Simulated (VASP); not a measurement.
# Sb: single point with r2SCAN0

Sb:

```
Sb
1.0
     3.16000    0.00000    0.00000
     0.00000    3.16000    0.00000
     0.00000    0.00000    3.16000
Sb
1
Cartesian
  0.0000 0.0000 0.0000
```

This isn't the form of Sb at room conditions, which is rhombohedral.

```json
{
  "Program": "VASP 6.6.1",
  "Task": "single point",
  "Functional": "r2SCAN0",
  "Potentials or basis": "VASP PAW PBE potentials, release 64 (Sb_d_GW)",
  "Cutoff": "440 eV",
  "k mesh": "4 × 4 × 4",
  "Occupations": "fermi-dirac, width 0.05 eV",
  "Spin": "no spin polarisation",
  "Dipole correction": "no",
  "Grid for exact exchange (PRECFOCK)": "Normal",
  "Further INCAR settings": "ALGO = Normal; EDIFF = 1e-06; NBANDS = 14",
  "Share of exact exchange": "0.25"
}
```

* Pressure: -6.2 GPa
* Band gap on the k mesh: zero (an odd number of electrons rules out a gap without spin polarisation)

Levels at points of the mesh, in eV from the Fermi level:
```
           k point  band 3  band 4  band 5  band 6  band 7  band 8  band 9  band 10  band 11  band 12
(0.00, 0.00, 0.00)  -32.96  -32.96  -32.96  -14.62    3.58    3.58    3.58     7.75     7.75     9.08
(0.50, 0.00, 0.00)  -33.01  -32.99  -32.96  -12.01   -6.97    5.76    5.76    10.22    11.61    12.73
(0.50, 0.50, 0.00)  -33.00  -33.00  -32.91   -9.11   -4.71   -4.71    2.86     7.91    14.46    14.46
(0.50, 0.50, 0.50)  -33.05  -32.90  -32.90   -5.85   -2.63   -2.63   -2.63     5.63     5.63     5.63
```

Run time: 2.1 min on 1 thread of AMD EPYC 9R45 96-Core Processor (Zen 5), on a shared host, peak memory 0.12 GiB.

Caveat: the k points lie up to 0.50 Å⁻¹ apart, too coarse for converged energies and pressures of a metal; the PAW data sets were made with another functional, which shifts forces and pressure a little; spin-orbit coupling is left out, which moves the levels of the heavy elements.
